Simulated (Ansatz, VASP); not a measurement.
# Mg2BeS3: VASP beside Ansatz

The input INCAR:

```
PREC = Accurate ; ENCUT = 600
EDIFF = 1E-7 ; ISMEAR = 0
SIGMA = 0.1 ; LREAL = F
LASPH = T ; NELM = 120
ALGO = Normal ; ISIF = 3
LWAVE = F ; LCHARG = F
GGA = PE ; IBRION = 2
NSW = 90 ; EDIFFG = -0.04
GGA_COMPAT = F ; NELMIN = 4
```

KPOINTS

```
Automatic mesh
0
Gamma
  6 6 6
```

Contents of POSCAR:

```
Mg2BeS3
1.0
    2.7651627200      1.5964674400      4.3927943000
   -2.7651627200      1.5964674400      4.3927943000
    0.0000000000     -3.1929348800      4.3927943000
Mg Be S
2 1 3
Direct
    0.6265190200      0.6265190200      0.6265190200
    0.3734809800      0.3734809800      0.3734809800
    0.0000000000      0.0000000000      0.0000000000
    0.0000000000      0.5000000000      0.0000000000
    0.5000000000      0.0000000000      0.0000000000
    0.0000000000      0.0000000000      0.5000000000
```

Input for Ansatz:

```yaml
crystal:
  lattice:
    - [2.76516272, 1.59646744, 4.3927943]
    - [-2.76516272, 1.59646744, 4.3927943]
    - [0.0, -3.19293488, 4.3927943]
  atoms:
    - { symbol: Mg, position: [0.62651902, 0.62651902, 0.62651902] }
    - { symbol: Mg, position: [0.37348098, 0.37348098, 0.37348098] }
    - { symbol: Be, position: [0.0, 0.0, 0.0] }
    - { symbol: S, position: [0.0, 0.5, 0.0] }
    - { symbol: S, position: [0.5, 0.0, 0.0] }
    - { symbol: S, position: [0.0, 0.0, 0.5] }
basis:
  ecutwfc: 420
kpoints:
  mp_grid: { grid: [6, 6, 6] }
hamiltonian:
  xc: pbe
scf:
  occupations: { method: gaussian, width: 0.1 }
  lower_state_search: "off"
output:
  forces: true
  stress: true
  eigenvalues: true
relax:
  adjacent_minimum: "off"
  f_tol: 0.04
  max_steps: 70
  cell: { stress_tol: 0.4 }
```

Change from the starting cell: species swapped into the Dy2Al3Co type (R-3m, No. 166).

Alike in both runs: task relaxation of cell and atoms; functional PBE; k mesh 6 × 6 × 6; occupations gaussian, width 0.1 eV; no spin polarisation.

|  | VASP | Ansatz |
| --- | --- | --- |
| version | VASP 6.6.1 | Ansatz 0.2.0 |
| potentials or method | VASP PAW PBE potentials, release 64 (Mg, Be, S), cutoff 600 eV | scalar-relativistic, plane waves, PAW |
| valence electrons in the cell | 24 | 40 |

|  | VASP | Ansatz | Ansatz less VASP |
| --- | --- | --- | --- |
| gap on the k mesh at the Fermi level, each at its own relaxed structure (eV) | none | none | - |
| relaxed volume (Å³/atom) | 19.15 | 19.21 | +0.061 |
| relaxed cell length with the largest relative difference (Å) | 4.875 | 4.882 | +0.0061 |

A gap of «none» marks a metal or a gap that the smearing closes. VASP's potentials hold 24 valence electrons a cell and Ansatz's 40, so a difference there can come from the potentials and not from the codes.
